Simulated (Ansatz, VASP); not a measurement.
**Two plane-wave programs on CaO**

Contents of INCAR:

```
SYSTEM = CaO
PREC = Accurate ; ENCUT = 520
EDIFF = 1E-7 ; ISMEAR = 0
SIGMA = 0.05 ; LREAL = .FALSE.
LASPH = .TRUE. ; NELM = 60
ALGO = Normal ; ISIF = 2
LWAVE = .FALSE. ; LCHARG = .FALSE.
GGA = PE ; NBANDS = 15
```

File KPOINTS:

```
regular mesh
0
G
  8 8 8
  0 0 0
```

POSCAR

```
CaO
1.0
   -0.0244900000      2.4490000000      2.4490000000
    2.4490000000     -0.0244900000      2.4490000000
    2.4245100000      2.4245100000      0.0000000000
Ca O
1 1
Direct
    0.0000000000      0.0000000000      0.0000000000
    0.5000000000      0.5000000000      0.5000000000
```

Input for Ansatz:

```yaml
crystal:
  lattice:
    - [-0.02449, 2.449, 2.449]
    - [2.449, -0.02449, 2.449]
    - [2.42451, 2.42451, 0.0]
  atoms:
    - { symbol: Ca, position: [0.0, 0.0, 0.0] }
    - { symbol: O, position: [0.5, 0.5, 0.5] }
basis:
  ecutwfc: 420
kpoints:
  mp_grid: { grid: [8, 8, 8] }
hamiltonian:
  xc: pbe
scf:
  occupations: { method: gaussian, width: 0.05 }
output:
  forces: true
  stress: true
  eigenvalues: true
```

Change from the starting cell: strain -0.0200 x Voigt [0, 0, 0, 0, 0, 1], atoms carried along.

Alike in both runs: task single point; functional PBE; k mesh 8 × 8 × 8; occupations gaussian, width 0.05 eV; no spin polarisation.

|  | VASP | Ansatz |
| --- | --- | --- |
| version | VASP 6.6.1 | Ansatz 0.2.0 |
| potentials or method | VASP PAW PBE potentials, release 64 (Ca_sv, O), cutoff 520 eV | scalar-relativistic, plane waves, PAW |
| valence electrons in the cell | 16 | 16 |

Ansatz gave:

| Quantity | Value |
| --- | --- |
| gap on the k mesh at the Fermi level (eV) | 3.62 |
| least direct gap on the mesh (eV) | 3.99 |
| pressure (GPa) | -4.0 |
| traceless stress, the component that is largest in VASP (GPa) | 1.49 |

**Question.** Estimate VASP's values.

**Answer.** gap on the k mesh at the Fermi level (eV): 3.61; least direct gap on the mesh (eV): 3.98; pressure (GPa): -3.5; traceless stress, the component that is largest in VASP (GPa): 1.48.

The functional is the same, so the differences come from potentials, cutoffs and numerics.
